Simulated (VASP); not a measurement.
**Co: single point with PBE**

Co:

```
Co
1.0
    -1.40232    1.40232    1.40232
     1.40232   -1.40232    1.40232
     1.40232    1.40232   -1.40232
Co
1
Direct
  0.00000 0.00000 0.00000
```

This isn't the form of Co at room conditions, which is hcp.

| Property | Result |
| --- | --- |
| Program | VASP 6.6.1 |
| Task | single point |
| Functional | PBE |
| Potentials or basis | VASP PAW PBE potentials, release 64 (Co) |
| Cutoff | 520 eV |
| k mesh | 13 × 13 × 13 |
| Occupations | fermi-dirac, width 0.05 eV |
| Spin | collinear spin, ferromagnetic start |
| Starting moments | [2.0] μB |
| Dipole correction | no |
| Further INCAR settings | ALGO = Fast; EDIFF = 1e-06; NBANDS = 14 |

| Property | Result |
| --- | --- |
| Pressure | -0.3 GPa |
| Net moment | 1.69 μB per cell |
| Site moments | Co +1.71 μB |
| Valence electrons inside the program's atomic spheres | Co 8.24 |

Levels at points of the mesh, in eV from the Fermi level:
Spin up:
```csv
k point,band 2,band 3,band 4,band 5,band 6,band 7,band 8,band 9
"(0.00, 0.00, 0.00)",-3.01,-3.01,-3.01,-1.93,-1.93,25.22,25.22,25.22
```
Spin down:
| k point | band 1 | band 2 | band 3 | band 4 | band 5 | band 6 | band 7 | band 8 | band 9 |
| --- | --- | --- | --- | --- | --- | --- | --- | --- | --- |
| (0.00, 0.00, 0.00) | -9.15 | -1.51 | -1.51 | -1.51 | 0.32 | 0.32 | 24.96 | 24.96 | 24.96 |

It took 18 s on 1 thread of Intel(R) Xeon(R) Platinum 8559C (Emerald Rapids), on a shared host, peak memory 0.14 GiB.
